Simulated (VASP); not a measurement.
# GdCu3 (Pm-3m) in VASP: a series of runs

Runs on GdCu3. Level: PBEsol. Tasks: single point.

Program: VASP 6.6.1. These are calculated values, not measurements. Logs are shortened: lines on timing, memory, paths and dates and some standing lists are left out, and cuts for length are marked.

## Step 1: The cell of the first run

The structure is cubic, space group Pm-3m (No. 221). The conventional cell has a = 4.031 Å, b = 4.031 Å, c = 4.031 Å, α = 90.00°, β = 90.00°, γ = 90.00°. Within 3.8 Å of Gd (site symmetry m-3m) lie 12 Cu at 2.85 Å. Cu (site symmetry 4/mmm) has 4 Gd at 2.85 Å and 8 Cu at 2.85 Å within 3.8 Å.

## Step 2: Single point, PBEsol, collinear spin, ferromagnetic start (16.37 Å³/atom)

The input, INCAR:

```
SYSTEM = GdCu3
PREC = Accurate ; ENCUT = 600
EDIFF = 1E-6 ; ISMEAR = 0
SIGMA = 0.05 ; LREAL = .FALSE.
LASPH = .TRUE. ; NELM = 200
ALGO = Normal ; ISIF = 2
LWAVE = .FALSE. ; LCHARG = .FALSE.
ISPIN = 2 ; MAGMOM = 7.69 0 0 0
LORBIT = 11 ; LMAXMIX = 6
GGA = PS ; NBANDS = 38
GGA_COMPAT = .FALSE.
```

The input, KPOINTS:

```
Automatic mesh
0
G
  8 8 8
  0 0 0
```

The input, POSCAR:

```
GdCu3
1.0
    4.0306682206      0.0000000000      0.0000000000
    0.0000000000      4.0306682206      0.0000000000
    0.0000000000      0.0000000000      4.0306682206
Gd Cu
1 3
Direct
    0.0000000000      0.0000000000      0.0000000000
    0.0000000000      0.5000000000      0.5000000000
    0.5000000000      0.5000000000      0.0000000000
    0.5000000000      0.0000000000      0.5000000000
```

Potentials or basis: VASP PAW PBE potentials, release 64 (Gd, Cu).

The run is started by

```console
$ cat potpaw_PBE.64/Gd/POTCAR potpaw_PBE.64/Cu/POTCAR > POTCAR
$ mpirun -np 1 vasp_std > vasp.out
```

OUTCAR:

```text
SYSTEM = GdCu3
   PREC = Accurate
   ENCUT = 600
   EDIFF = 1E-6
   ISMEAR = 0
   LREAL = .FALSE.
   LASPH = .TRUE.
   NELM = 200
   ISIF = 2
   ISPIN = 2
   LORBIT = 11
   GGA = PS

 ion  position               nearest neighbor table
   1  0.000  0.000  0.000-   2 2.85   3 2.85   4 2.85   2 2.85   4 2.85   2 2.85   3 2.85   2 2.85
                             3 2.85   4 2.85   4 2.85   3 2.85
   2  0.000  0.500  0.500-   1 2.85   1 2.85   1 2.85   1 2.85
   3  0.500  0.500  0.000-   1 2.85   1 2.85   1 2.85   1 2.85
   4  0.500  0.000  0.500-   1 2.85   1 2.85   1 2.85   1 2.85

  LATTYP: Found a simple cubic cell.
 ALAT       =     4.0306682206

  Lattice vectors:

 A1 = (   4.0306682206,   0.0000000000,   0.0000000000)
 A2 = (   0.0000000000,   4.0306682206,   0.0000000000)
 A3 = (   0.0000000000,   0.0000000000,   4.0306682206)

Analysis of symmetry for initial positions (statically):
=====================================================================
 Subroutine PRICEL returns:
 Original cell was already a primitive cell.

 Routine SETGRP: Setting up the symmetry group for a
 simple cubic supercell.

 Subroutine GETGRP returns: Found 48 space group operations
 (whereof 48 operations were pure point group operations)
 out of a pool of 48 trial point group operations.

The static configuration has the point symmetry O_h .

Analysis of symmetry for dynamics (positions and initial velocities):
=====================================================================
 Subroutine PRICEL returns:
 Original cell was already a primitive cell.

 Routine SETGRP: Setting up the symmetry group for a
 simple cubic supercell.

 Subroutine GETGRP returns: Found 48 space group operations
 (whereof 48 operations were pure point group operations)
 out of a pool of 48 trial point group operations.

The dynamic configuration has the point symmetry O_h .

Analysis of structural, dynamic, and magnetic symmetry:
=====================================================================
 Subroutine PRICEL returns:
 Original cell was already a primitive cell.

 Routine SETGRP: Setting up the symmetry group for a
 simple cubic supercell.

 Subroutine GETGRP returns: Found 48 space group operations
 (whereof 48 operations were pure point group operations)
 out of a pool of 48 trial point group operations.

The overall configuration has the point symmetry O_h .

 Subroutine INISYM returns: Found 48 space group operations
 (whereof 48 operations are pure point group operations),
 and found     1 'primitive' translations

----------------------------------------------------------------------------------------

                                     Primitive cell

  volume of cell :      65.4834

  direct lattice vectors                    reciprocal lattice vectors
     4.030668221  0.000000000  0.000000000     0.248097820  0.000000000  0.000000000
     0.000000000  4.030668221  0.000000000     0.000000000  0.248097820  0.000000000
     0.000000000  0.000000000  4.030668221     0.000000000  0.000000000  0.248097820

  length of vectors
     4.030668221  4.030668221  4.030668221     0.248097820  0.248097820  0.248097820

  position of ions in fractional coordinates (direct lattice)
     0.000000000  0.000000000  0.000000000
     0.000000000  0.500000000  0.500000000
     0.500000000  0.500000000  0.000000000
     0.500000000  0.000000000  0.500000000

  ion indices of the primitive-cell ions
   primitive index   ion index
                 1           1
                 2           2
                 3           3
                 4           4

----------------------------------------------------------------------------------------

 KPOINTS: Automatic mesh

Automatic generation of k-mesh.
 Grid dimensions read from file:
 generate k-points for:    8    8    8

 Generating k-lattice:

  Cartesian coordinates                     Fractional coordinates (reciprocal lattice)
     0.031012228  0.000000000  0.000000000     0.125000000  0.000000000  0.000000000
     0.000000000  0.031012228  0.000000000     0.000000000  0.125000000  0.000000000
     0.000000000  0.000000000  0.031012228     0.000000000  0.000000000  0.125000000

  Length of vectors
     0.031012228  0.031012228  0.031012228

  Shift w.r.t. Gamma in fractional coordinates (k-lattice)
     0.000000000  0.000000000  0.000000000

 Subroutine IBZKPT returns following result:
 ===========================================

 Found     35 irreducible k-points:

 Following reciprocal coordinates:
            Coordinates               Weight
  0.000000  0.000000  0.000000      1.000000
  0.125000  0.000000  0.000000      6.000000
  0.250000  0.000000  0.000000      6.000000
  0.375000  0.000000  0.000000      6.000000
  0.500000  0.000000  0.000000      3.000000
  0.125000  0.125000  0.000000     12.000000
[... 16 lines left out ...]
  0.375000  0.375000  0.125000     24.000000
  0.500000  0.375000  0.125000     24.000000
 [... further k-points ...]
   k-points           NKPTS =     35   k-points in BZ     NKDIM =     35   number of bands    NBANDS=     38
   number of dos      NEDOS =    301   number of ions     NIONS =      4
   total plane-waves  NPLWV =  32768
   dimension x,y,z NGX =    32 NGY =   32 NGZ =   32
   dimension x,y,z NGXF=    64 NGYF=   64 NGZF=   64
   ions per type =               1   3
   NGX,Y,Z   is equivalent  to a cutoff of  13.20, 13.20, 13.20 a.u.
   NGXF,Y,Z  is equivalent  to a cutoff of  26.40, 26.40, 26.40 a.u.
 SYSTEM =  GdCu3
   PREC   = accura    normal or accurate (medium, high low for compatibility)
   ISTART =      0    job   : 0-new  1-cont  2-samecut
   ICHARG =      2    charge: 1-file 2-atom 10-const
   ISPIN  =      2    spin polarized calculation?
   LNONCOLLINEAR =      F non collinear calculations
   LSORBIT =      F    spin-orbit coupling
   LASPH  =      T    aspherical Exc in radial PAW
   ENCUT  =  600.0 eV  44.10 Ry    6.64 a.u.   8.05  8.05  8.05*2*pi/ulx,y,z
   NELM   =    200;   NELMIN=  2; NELMDL= -5     # of ELM steps
   EDIFF  = 0.1E-05   stopping-criterion for ELM
   LREAL  =      F    real-space projection
[... 7 lines left out ...]
   TEBEG  =    0.0;   TEEND  =   0.0 temperature during run
   PSTRESS=    0.0 pullay stress
   NELECT =      51.0000    total number of electrons
   NUPDOWN=      -1.0000    fix difference up-down
   EMIN   =  10.00;   EMAX   =-10.00  energy-range for DOS
   EFERMI =   0.00;   METHOD = LEGACY
   ISMEAR =     0;   SIGMA  =   0.05  broadening in eV -4-tet -1-fermi 0-gaus
   EFERMI_NEDOS =   21; number of points for ismear=-14 and -15
   IALGO  =     38    algorithm
   IMIX   =      4    mixing-type and parameters
     AMIX     =   0.40;   BMIX     =  1.00
     AMIX_MAG =   1.60;   BMIX_MAG =  1.00
  volume/ion in A,a.u.               =      16.37       110.48
  Fermi-wavevector in a.u.,A,eV,Ry     =   1.506218  2.846339 30.867438  2.268693
  Thomas-Fermi vector in A             =   2.616964
   LORBIT       =     11    0 simple, 1 ext, 2 COOP (PROOUT), +10 PAW based schemes
   GGA     = PS    functional components
   LHFCALC =     F    Hartree Fock is set to
   AEXX    =    0.0000 exact exchange contribution
   IVDW    =     0    specifies the selected vdW correction
   LEPSILON=     F    determine dielectric tensor
   LRPA    =     F    only Hartree local field effects (RPA)
 spin polarized calculation
 Gauss-broadening in eV      SIGMA  =   0.05
  energy-cutoff  :      600.00
  volume of cell :       65.48
 maximum number of plane-waves:      2272
   NGX = 17   NGY = 17   NGZ = 17

 number of electron      51.0000001 magnetization       7.4232815

 Free energy of the ion-electron system (eV)
  ---------------------------------------------------
  ext. energy  EPLUGINS =         0.00000000
  ---------------------------------------------------
  free energy    TOTEN  =       -24.35599737 eV

  energy without entropy =      -24.35238062  energy(sigma->0) =      -24.35418899

 E-fermi :   5.5248     XC(G=0): -11.8814

 val. band max:        5.5088109971   @ k =   0.3750   0.1250   0.1250
 cond. band min:       5.5365119285   @ k =   0.1250   0.1250   0.0000
 fundamental gap:      0.0277009314
 Fermi energy:         5.5247759279

 spin component 1

 k-point     1 :       0.0000    0.0000    0.0000
  band No.  band energies     occupation
      1     -39.3336      1.00000
      2     -16.7504      1.00000
      3     -16.7504      1.00000
      4     -16.7504      1.00000
      5      -2.1875      1.00000
      6       0.8008      1.00000
[... 29 lines left out ...]
     36      13.1311      0.00000
     37      14.0247      0.00000

 k-point     2 :       0.1250    0.0000    0.0000
  band No.  band energies     occupation
      1     -39.3327      1.00000
      2     -16.7778      1.00000
      3     -16.7496      1.00000
      4     -16.7496      1.00000
      5      -1.9992      1.00000
      6       0.8398      1.00000
[... 29 lines left out ...]
     36      12.6294      0.00000
     37      13.5217      0.00000

 k-point     3 :       0.2500    0.0000    0.0000
  band No.  band energies     occupation
      1     -39.3305      1.00000
      2     -16.8430      1.00000
      3     -16.7475      1.00000
      4     -16.7475      1.00000
      5      -1.4619      1.00000
      6       0.8915      1.00000
[... 29 lines left out ...]
     36      11.2573      0.00000
     37      13.7572      0.00000
[... 761 lines left out ...]
 k-point    23 :       0.3750    0.3750    0.1250
  band No.  band energies     occupation
      1     -39.3231      1.00000
      2     -16.8833      1.00000
      3     -16.8771      1.00000
      4     -16.7610      1.00000
      5       0.5055      1.00000
      6       0.9484      1.00000
[... 29 lines left out ...]
     36      12.7991      0.00000
     37      13.7147      0.00000

 k-point    24 :       0.5000    0.3750    0.1250
  band No.  band energies     occupation
      1     -39.3223      1.00000
      2     -16.9029      1.00000
      3     -16.8763      1.00000
      4     -16.7596      1.00000
      5       0.8459      1.00000
      6       0.9183      1.00000
[... 29 lines left out ...]
     36      12.7699      0.00000
     37      13.5124      0.00000

 [... further k-points ...]

 spin component 2

 k-point     1 :       0.0000    0.0000    0.0000
  band No.  band energies     occupation
      1     -36.1941      1.00000
      2     -14.5184      1.00000
      3     -14.5184      1.00000
      4     -14.5184      1.00000
      5      -1.9456      1.00000
      6       0.9862      1.00000
[... 29 lines left out ...]
     36      13.4752      0.00000
     37      14.4156      0.00000

 k-point     2 :       0.1250    0.0000    0.0000
  band No.  band energies     occupation
      1     -36.1929      1.00000
      2     -14.5559      1.00000
      3     -14.5174      1.00000
      4     -14.5174      1.00000
      5      -1.7512      1.00000
      6       1.0661      1.00000
[... 29 lines left out ...]
     36      13.0490      0.00000
     37      13.8867      0.00000

 k-point     3 :       0.2500    0.0000    0.0000
  band No.  band energies     occupation
      1     -36.1900      1.00000
      2     -14.6447      1.00000
      3     -14.5148      1.00000
      4     -14.5148      1.00000
      5      -1.1998      1.00000
      6       1.2309      1.00000
[... 29 lines left out ...]
     36      11.6667      0.00000
     37      14.2232      0.00000
[... 761 lines left out ...]
 k-point    23 :       0.3750    0.3750    0.1250
  band No.  band energies     occupation
      1     -36.1798      1.00000
      2     -14.6970      1.00000
      3     -14.6875      1.00000
      4     -14.5329      1.00000
      5       0.7448      1.00000
      6       1.6222      1.00000
[... 29 lines left out ...]
     36      13.5326      0.00000
     37      14.2567      0.00000

 k-point    24 :       0.5000    0.3750    0.1250
  band No.  band energies     occupation
      1     -36.1788      1.00000
      2     -14.7222      1.00000
      3     -14.6865      1.00000
      4     -14.5310      1.00000
      5       1.0632      1.00000
      6       1.5008      1.00000
[... 29 lines left out ...]
     36      13.4006      0.00000
     37      13.8750      0.00000

 [... further k-points ...]

 [bands above 37 left out]

------------------------ aborting loop because EDIFF is reached ----------------------------------------

  FORCE on cell =-STRESS in cart. coord.  units (eV):
  Direction    XX          YY          ZZ          XY          YZ          ZX
  --------------------------------------------------------------------------------------
  -------------------------------------------------------------------------------------
  Total        0.0220106      0.0220106      0.0220106      0.0000000      0.0000000      0.0000000
  in kB        0.5385326      0.5385326      0.5385326      0.0000000      0.0000000      0.0000000
  external PRESSURE =       0.5385326 kB  Pullay stress =       0.0000000 kB

 VOLUME and BASIS-vectors are now :
 -----------------------------------------------------------------------------
  energy-cutoff  :      600.00
  volume of cell :       65.48
      direct lattice vectors                 reciprocal lattice vectors
     4.030668221  0.000000000  0.000000000     0.248097820  0.000000000  0.000000000
     0.000000000  4.030668221  0.000000000     0.000000000  0.248097820  0.000000000
     0.000000000  0.000000000  4.030668221     0.000000000  0.000000000  0.248097820

 POSITION                                       TOTAL-FORCE (eV/Angst)
 -----------------------------------------------------------------------------------
      0.00000      0.00000      0.00000         0.000000      0.000000      0.000000
      0.00000      2.01533      2.01533         0.000000      0.000000      0.000000
      2.01533      2.01533      0.00000         0.000000      0.000000      0.000000
      2.01533      0.00000      2.01533         0.000000      0.000000      0.000000
 -----------------------------------------------------------------------------------
    total drift:                                0.000000     -0.000000     -0.000000

  FREE ENERGIE OF THE ION-ELECTRON SYSTEM (eV)
  ---------------------------------------------------
  free  energy   TOTEN  =       -24.3559973693 eV

  energy  without entropy=      -24.3523806171  energy(sigma->0) =      -24.35418899

 total charge

# of ion       s       p       d       f       tot
--------------------------------------------------
    1        2.062   5.605   0.594   6.991  15.251
    2        0.528   0.260   9.141   0.000   9.928
    3        0.528   0.260   9.141   0.000   9.928
    4        0.528   0.260   9.141   0.000   9.928
--------------------------------------------------
tot          3.645   6.384  28.016   6.991  45.036

 magnetization (x)

# of ion       s       p       d       f       tot
--------------------------------------------------
    1        0.003  -0.057   0.117   6.803   6.867
    2        0.006   0.019   0.030   0.000   0.054
    3        0.006   0.019   0.030   0.000   0.054
    4        0.006   0.019   0.030   0.000   0.054
--------------------------------------------------
tot          0.021  -0.002   0.207   6.803   7.030
```

It took 12 min on 1 thread of Intel Xeon 8259CL, shared host; peak memory 0.34 GiB.

What came out:

```yaml
Free_energy: -24.3560 eV
Pressure: 0.1 GPa
Net_moment: 7.42 μB per cell
Site_moments: Gd +6.87; Cu +0.05 μB
Valence_electrons_inside_the_program's_atomic_spheres: Gd 15.25; Cu 9.93
```

Levels at points of the mesh, in eV from the Fermi level:
Spin up:
```csv
k point,band 26,band 27,band 28,band 29,band 30,band 31,band 32,band 33
"(0.00, 0.00, 0.00)",-2.18,-2.18,0.53,0.53,1.89,1.89,1.89,3.97
"(0.50, 0.00, 0.00)",-2.65,-2.42,-2.18,0.34,0.34,0.39,3.70,3.88
"(0.50, 0.50, 0.00)",-2.74,-2.61,-2.39,-0.85,-0.85,1.21,1.21,3.92
"(0.50, 0.50, 0.50)",-2.33,-0.91,-0.53,-0.53,-0.53,0.54,0.54,0.54
```
Spin down:
```csv
k point,band 20,band 21,band 22,band 23,band 24,band 25
"(0.00, 0.00, 0.00)",-2.14,0.56,0.56,0.56,0.69,0.69
"(0.50, 0.00, 0.00)",-2.44,-2.13,0.64,0.76,0.76,0.82
"(0.50, 0.50, 0.00)",-2.57,-1.97,-0.70,-0.70,0.79,0.79
"(0.50, 0.50, 0.50)",-1.22,-0.33,-0.33,-0.33,0.54,0.54
```

Caveat: the PAW data sets were made with another functional, which shifts forces and pressure a little; spin-orbit coupling is left out, which moves the levels of the heavy elements; semilocal functionals describe open f shells poorly, which spoils levels, moments and volumes. The state reached can hang on the start; a lower one may exist.

## Step 3: Single point, PBEsol, collinear spin, ferromagnetic start (17.09 Å³/atom)

This run uses another cell than the first one, of 17.09 Å³/atom.

The input, INCAR:

```
SYSTEM = GdCu3
PREC = Accurate
ENCUT = 520
EDIFF = 1E-6
ISMEAR = 0
SIGMA = 0.05
LREAL = .False.
LASPH = .True.
NELM = 150
ALGO = Normal
ISIF = 2
LWAVE = .False.
LCHARG = .False.
ISPIN = 2
MAGMOM = 7.69 0 0 0
LORBIT = 11
LMAXMIX = 6
GGA = PS
NBANDS = 38
```

The input, KPOINTS:

```
regular mesh
0
Gamma
  8 8 8
  0 0 0
```

The input, POSCAR:

```
GdCu3
1.0
    4.0892128810      0.0000000000      0.0000000000
    0.0000000000      4.0892128810      0.0000000000
    0.0000000000      0.0000000000      4.0892128810
Gd Cu
1 3
Direct
    0.0000000000      0.0000000000      0.0000000000
    0.0000000000      0.5000000000      0.5000000000
    0.5000000000      0.5000000000      0.0000000000
    0.5000000000      0.0000000000      0.5000000000
```

Potentials or basis: VASP PAW PBE potentials, release 64 (Gd, Cu).

The run is started by

```console
$ cat potpaw_PBE.64/Gd/POTCAR potpaw_PBE.64/Cu/POTCAR > POTCAR
$ mpirun -np 1 vasp_std > vasp.out
```

Wall time 3.7 min (1 thread of AMD EPYC 7R13 (Zen 3), shared host); peak memory 0.26 GiB.

The run converged. Its results:

| Item | Value |
| --- | --- |
| Free energy | -24.3352 eV |
| Pressure | -3.0 GPa |
| Net moment | 7.40 μB per cell |
| Site moments | Gd +6.86; Cu +0.05 μB |
| Valence electrons inside the program's atomic spheres | Gd 15.21; Cu 9.90 |

Levels at points of the mesh, in eV from the Fermi level:
Spin up:
```tsv
k point	band 27	band 28	band 29	band 30	band 31	band 32
(0.00, 0.00, 0.00)	-2.10	0.50	0.50	1.85	1.85	1.85
(0.50, 0.00, 0.00)	-2.34	-2.10	0.37	0.37	0.40	3.57
(0.50, 0.50, 0.00)	-2.51	-2.27	-0.88	-0.88	1.20	1.20
(0.50, 0.50, 0.50)	-0.78	-0.54	-0.54	-0.54	0.48	0.48
```
Spin down:
```csv
k point,band 20,band 21,band 22,band 23,band 24,band 25
"(0.00, 0.00, 0.00)",-2.07,0.51,0.51,0.51,0.62,0.62
"(0.50, 0.00, 0.00)",-2.35,-2.07,0.57,0.68,0.68,0.75
"(0.50, 0.50, 0.00)",-2.47,-1.88,-0.74,-0.74,0.71,0.71
"(0.50, 0.50, 0.50)",-1.08,-0.35,-0.35,-0.35,0.48,0.48
```

Caveat: the PAW data sets were made with another functional, which shifts forces and pressure a little; spin-orbit coupling is left out, which moves the levels of the heavy elements; semilocal functionals describe open f shells poorly, which spoils levels, moments and volumes.
